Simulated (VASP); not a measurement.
# C (Fd-3m) in VASP: notebook

Runs on C. Level: PBE. Tasks: single point, relaxation of cell and atoms.

All numbers are computed with VASP 6.6.1; they aren't measurements. Logs are shortened: lines on timing, memory, paths and dates and some standing lists are left out, and cuts for length are marked.

**1. The cell of the first run**

It takes space group Fd-3m (No. 227, cubic). Conventional cell: a = 3.572 Å, b = 3.572 Å, c = 3.572 Å, α = 90.00°, β = 90.00°, γ = 90.00°. C (site symmetry -43m) has 4 C at 1.55 Å within 2.1 Å.

**2. Single point, PBE**

File INCAR:

```
SYSTEM = C
PREC = Accurate
ENCUT = 600
EDIFF = 1E-6
ISMEAR = 0
SIGMA = 0.01
LREAL = .FALSE.
LASPH = .TRUE.
NELM = 120
ALGO = Normal
ISIF = 2
LWAVE = .FALSE.
LCHARG = .FALSE.
GGA = PE
NBANDS = 11
GGA_COMPAT = .FALSE.
```

File KPOINTS:

```
regular mesh
0
G
  12 12 12
  0 0 0
```

File POSCAR:

```
C
1.0
    0.0000000000      1.7857964169      1.7857964169
    1.7857964169      0.0000000000      1.7857964169
    1.7857964169      1.7857964169      0.0000000000
C
2
Direct
    0.0000000000      0.0000000000      0.0000000000
    0.2500000000      0.2500000000      0.2500000000
```

Potentials or basis: VASP PAW PBE potentials, release 64 (C).

Command:

```bash
$ cat potpaw_PBE.64/C/POTCAR > POTCAR
$ mpirun -np 1 vasp_std > vasp.out
```

OUTCAR:

```text
SYSTEM = C
   PREC = Accurate
   ENCUT = 600
   EDIFF = 1E-6
   ISMEAR = 0
   LREAL = .FALSE.
   LASPH = .TRUE.
   NELM = 120
   ISIF = 2
   GGA = PE

 ion  position               nearest neighbor table
   1  0.000  0.000  0.000-   2 1.55   2 1.55   2 1.55   2 1.55
   2  0.250  0.250  0.250-   1 1.55   1 1.55   1 1.55   1 1.55

  LATTYP: Found a face centered cubic cell.
 ALAT       =     3.5715928338

  Lattice vectors:

 A1 = (   0.0000000000,   1.7857964169,   1.7857964169)
 A2 = (   1.7857964169,   0.0000000000,   1.7857964169)
 A3 = (   1.7857964169,   1.7857964169,   0.0000000000)

Analysis of symmetry for initial positions (statically):
=====================================================================
 Subroutine PRICEL returns:
 Original cell was already a primitive cell.

 Routine SETGRP: Setting up the symmetry group for a
 face centered cubic supercell.

 Subroutine GETGRP returns: Found 48 space group operations
 (whereof 24 operations were pure point group operations)
 out of a pool of 48 trial point group operations.

The static configuration has the point symmetry T_d .
 The point group associated with its full space group is O_h .

Analysis of symmetry for dynamics (positions and initial velocities):
=====================================================================
 Subroutine PRICEL returns:
 Original cell was already a primitive cell.

 Routine SETGRP: Setting up the symmetry group for a
 face centered cubic supercell.

 Subroutine GETGRP returns: Found 48 space group operations
 (whereof 24 operations were pure point group operations)
 out of a pool of 48 trial point group operations.

The dynamic configuration has the point symmetry T_d .
 The point group associated with its full space group is O_h .

 Subroutine INISYM returns: Found 48 space group operations
 (whereof 24 operations are pure point group operations),
 and found     1 'primitive' translations

----------------------------------------------------------------------------------------

                                     Primitive cell

  volume of cell :      11.3901

  direct lattice vectors                    reciprocal lattice vectors
     0.000000000  1.785796417  1.785796417    -0.279987122  0.279987122  0.279987122
     1.785796417  0.000000000  1.785796417     0.279987122 -0.279987122  0.279987122
     1.785796417  1.785796417  0.000000000     0.279987122  0.279987122 -0.279987122

  length of vectors
     2.525497512  2.525497512  2.525497512     0.484951922  0.484951922  0.484951922

  position of ions in fractional coordinates (direct lattice)
     0.000000000  0.000000000  0.000000000
     0.250000000  0.250000000  0.250000000

  ion indices of the primitive-cell ions
   primitive index   ion index
                 1           1
                 2           2

----------------------------------------------------------------------------------------

 KPOINTS: regular mesh

Automatic generation of k-mesh.
 Grid dimensions read from file:
 generate k-points for:   12   12   12

 Generating k-lattice:

  Cartesian coordinates                     Fractional coordinates (reciprocal lattice)
    -0.023332260  0.023332260  0.023332260     0.083333333  0.000000000  0.000000000
     0.023332260 -0.023332260  0.023332260     0.000000000  0.083333333  0.000000000
     0.023332260  0.023332260 -0.023332260     0.000000000  0.000000000  0.083333333

  Length of vectors
     0.040412660  0.040412660  0.040412660

  Shift w.r.t. Gamma in fractional coordinates (k-lattice)
     0.000000000  0.000000000  0.000000000

 Subroutine IBZKPT returns following result:
 ===========================================

 Found     72 irreducible k-points:

 Following reciprocal coordinates:
            Coordinates               Weight
  0.000000  0.000000  0.000000      1.000000
  0.083333  0.000000  0.000000      8.000000
  0.166667  0.000000  0.000000      8.000000
  0.250000  0.000000  0.000000      8.000000
  0.333333  0.000000  0.000000      8.000000
  0.416667  0.000000  0.000000      8.000000
[... 16 lines left out ...]
  0.500000  0.166667  0.000000     24.000000
 -0.416667  0.166667  0.000000     24.000000
 [... further k-points ...]
   k-points           NKPTS =     72   k-points in BZ     NKDIM =     72   number of bands    NBANDS=     11
   number of dos      NEDOS =    301   number of ions     NIONS =      2
   total plane-waves  NPLWV =   8000
   dimension x,y,z NGX =    20 NGY =   20 NGZ =   20
   dimension x,y,z NGXF=    40 NGYF=   40 NGZF=   40
   ions per type =               2
   NGX,Y,Z   is equivalent  to a cutoff of  13.17, 13.17, 13.17 a.u.
   NGXF,Y,Z  is equivalent  to a cutoff of  26.33, 26.33, 26.33 a.u.
 SYSTEM =  C
   PREC   = accura    normal or accurate (medium, high low for compatibility)
   ISTART =      0    job   : 0-new  1-cont  2-samecut
   ICHARG =      2    charge: 1-file 2-atom 10-const
   ISPIN  =      1    spin polarized calculation?
   LNONCOLLINEAR =      F non collinear calculations
   LSORBIT =      F    spin-orbit coupling
   LASPH  =      T    aspherical Exc in radial PAW
   ENCUT  =  600.0 eV  44.10 Ry    6.64 a.u.   5.04  5.04  5.04*2*pi/ulx,y,z
   NELM   =    120;   NELMIN=  2; NELMDL= -5     # of ELM steps
   EDIFF  = 0.1E-05   stopping-criterion for ELM
   LREAL  =      F    real-space projection
   EDIFFG = 0.1E-04   stopping-criterion for IOM
   NSW    =      0    number of steps for IOM
   IBRION =     -1    ionic relax: 0-MD 1-quasi-New 2-CG
   NFREE  =      0    steps in history (QN), initial steepest desc. (CG)
   ISIF   =      2    stress and relaxation
   ISYM   =      2    0-nonsym 1-usesym 2-fastsym
   POTIM  = 0.5000    time-step for ionic-motion
   TEBEG  =    0.0;   TEEND  =   0.0 temperature during run
   PSTRESS=    0.0 pullay stress
   NELECT =       8.0000    total number of electrons
   NUPDOWN=      -1.0000    fix difference up-down
   EMIN   =  10.00;   EMAX   =-10.00  energy-range for DOS
   EFERMI =   0.00;   METHOD = LEGACY
   ISMEAR =     0;   SIGMA  =   0.01  broadening in eV -4-tet -1-fermi 0-gaus
   EFERMI_NEDOS =   21; number of points for ismear=-14 and -15
   IALGO  =     38    algorithm
   IMIX   =      4    mixing-type and parameters
     AMIX     =   0.40;   BMIX     =  1.00
     AMIX_MAG =   1.60;   BMIX_MAG =  1.00
  volume/ion in A,a.u.               =       5.70        38.43
  Fermi-wavevector in a.u.,A,eV,Ry     =   1.455223  2.749973 28.812703  2.117674
  Thomas-Fermi vector in A             =   2.572283
   LORBIT       =      0    0 simple, 1 ext, 2 COOP (PROOUT), +10 PAW based schemes
   GGA     = PE    functional components
   LHFCALC =     F    Hartree Fock is set to
   AEXX    =    0.0000 exact exchange contribution
   IVDW    =     0    specifies the selected vdW correction
   LEPSILON=     F    determine dielectric tensor
   LRPA    =     F    only Hartree local field effects (RPA)
 non-spin polarized calculation
 Gauss-broadening in eV      SIGMA  =   0.01
  energy-cutoff  :      600.00
  volume of cell :       11.39
 maximum number of plane-waves:       392
   NGX =  9   NGY =  9   NGZ =  9

 number of electron       7.9999999 magnetization

 Free energy of the ion-electron system (eV)
  ---------------------------------------------------
  ext. energy  EPLUGINS =         0.00000000
  ---------------------------------------------------
  free energy    TOTEN  =       -18.19049244 eV

  energy without entropy =      -18.19049244  energy(sigma->0) =      -18.19049244

 E-fermi :   9.7728     XC(G=0): -13.2302

 val. band max:        9.6695936321   @ k =   0.0000   0.0000   0.0000
 cond. band min:      13.8138151623   @ k =   0.3333   0.3333   0.0000
 fundamental gap:      4.1442215302
 Fermi energy:         9.7728005677

 k-point     1 :       0.0000    0.0000    0.0000
  band No.  band energies     occupation
      1     -11.7521      2.00000
      2       9.6696      2.00000
      3       9.6696      2.00000
      4       9.6696      2.00000
      5      15.2486      0.00000
      6      15.2486      0.00000
      7      15.2486      0.00000
      8      22.9075      0.00000
      9      28.9125      0.00000
     10      36.1611      0.00000
     11      36.1611      0.00000

 k-point     2 :       0.0833    0.0000    0.0000
  band No.  band energies     occupation
      1     -11.5605      2.00000
      2       8.4474      2.00000
      3       9.3483      2.00000
      4       9.3483      2.00000
      5      15.6694      0.00000
      6      15.6694      0.00000
      7      15.9582      0.00000
      8      23.0751      0.00000
      9      29.2320      0.00000
     10      34.0431      0.00000
     11      34.0431      0.00000

 k-point     3 :       0.1667    0.0000    0.0000
  band No.  band energies     occupation
      1     -10.9876      2.00000
      2       5.9248      2.00000
      3       8.6507      2.00000
      4       8.6507      2.00000
      5      16.5846      0.00000
      6      16.5846      0.00000
      7      17.0371      0.00000
      8      23.5586      0.00000
      9      29.9005      0.00000
     10      32.4518      0.00000
     11      32.4518      0.00000

 k-point     4 :       0.2500    0.0000    0.0000
  band No.  band energies     occupation
      1     -10.0422      2.00000
      2       3.0976      2.00000
      3       7.9309      2.00000
      4       7.9309      2.00000
      5      17.4392      0.00000
      6      17.4392      0.00000
      7      17.7767      0.00000
      8      24.2378      0.00000
      9      30.3270      0.00000
     10      32.0343      0.00000
     11      32.0343      0.00000

 k-point     5 :       0.3333    0.0000    0.0000
  band No.  band energies     occupation
      1      -8.7456      2.00000
      2       0.3272      2.00000
      3       7.3593      2.00000
      4       7.3593      2.00000
      5      17.9270      0.00000
      6      17.9270      0.00000
      7      18.1915      0.00000
      8      24.8670      0.00000
      9      30.5607      0.00000
     10      32.8585      0.00000
     11      32.8585      0.00000
[... 211 lines left out ...]
 k-point    21 :       0.3333    0.1667    0.0000
  band No.  band energies     occupation
      1      -8.9817      2.00000
      2       2.4679      2.00000
      3       5.8508      2.00000
      4       6.2529      2.00000
      5      15.6695      0.00000
      6      20.4083      0.00000
      7      20.4932      0.00000
      8      21.4179      0.00000
      9      30.5092      0.00000
     10      31.3002      0.00000
     11      36.6569      0.00000

 k-point    22 :       0.4167    0.1667    0.0000
  band No.  band energies     occupation
      1      -7.5936      2.00000
      2      -0.0762      2.00000
      3       5.4117      2.00000
      4       5.6327      2.00000
      5      16.3310      0.00000
      6      20.6292      0.00000
      7      20.7313      0.00000
      8      22.3226      0.00000
      9      30.6897      0.00000
     10      32.0492      0.00000
     11      37.0168      0.00000

 k-point    23 :       0.5000    0.1667    0.0000
  band No.  band energies     occupation
      1      -6.0194      2.00000
      2      -2.3064      2.00000
      3       4.6970      2.00000
      4       5.7194      2.00000
      5      16.7526      0.00000
      6      20.3613      0.00000
      7      20.8435      0.00000
      8      23.9143      0.00000
      9      29.7580      0.00000
     10      33.4062      0.00000
     11      36.2030      0.00000

 k-point    24 :      -0.4167    0.1667    0.0000
  band No.  band energies     occupation
      1      -5.5929      2.00000
      2      -2.8187      2.00000
      3       4.2127      2.00000
      4       6.0960      2.00000
      5      17.1885      0.00000
      6      19.8732      0.00000
      7      20.8214      0.00000
      8      25.0588      0.00000
      9      29.0677      0.00000
     10      33.8106      0.00000
     11      34.1585      0.00000

 [... further k-points ...]

------------------------ aborting loop because EDIFF is reached ----------------------------------------

  FORCE on cell =-STRESS in cart. coord.  units (eV):
  Direction    XX          YY          ZZ          XY          YZ          ZX
  --------------------------------------------------------------------------------------
  -------------------------------------------------------------------------------------
  Total       -0.0007472     -0.0007472     -0.0007472      0.0000000      0.0000000     -0.0000000
  in kB       -0.1051101     -0.1051101     -0.1051101      0.0000000      0.0000000     -0.0000000
  external PRESSURE =      -0.1051101 kB  Pullay stress =       0.0000000 kB

 VOLUME and BASIS-vectors are now :
 -----------------------------------------------------------------------------
  energy-cutoff  :      600.00
  volume of cell :       11.39
      direct lattice vectors                 reciprocal lattice vectors
     0.000000000  1.785796417  1.785796417    -0.279987122  0.279987122  0.279987122
     1.785796417  0.000000000  1.785796417     0.279987122 -0.279987122  0.279987122
     1.785796417  1.785796417  0.000000000     0.279987122  0.279987122 -0.279987122

 POSITION                                       TOTAL-FORCE (eV/Angst)
 -----------------------------------------------------------------------------------
      0.00000      0.00000      0.00000        -0.000000     -0.000000      0.000000
      0.89290      0.89290      0.89290         0.000000      0.000000     -0.000000
 -----------------------------------------------------------------------------------
    total drift:                                0.000000      0.000000      0.000000

  FREE ENERGIE OF THE ION-ELECTRON SYSTEM (eV)
  ---------------------------------------------------
  free  energy   TOTEN  =       -18.1904924417 eV

  energy  without entropy=      -18.1904924417  energy(sigma->0) =      -18.19049244
```

Wall time 13 s (1 thread of Intel Xeon 8259CL, shared host); peak memory 0.12 GiB.

What came out:

```
Free energy            : -18.1905 eV
Pressure               : 0.0 GPa
Band gap on the k mesh : 4.14 eV, indirect (least direct gap 5.58 eV)
```

A k mesh can miss the band edges.

(Continued in part 2 of 2.)
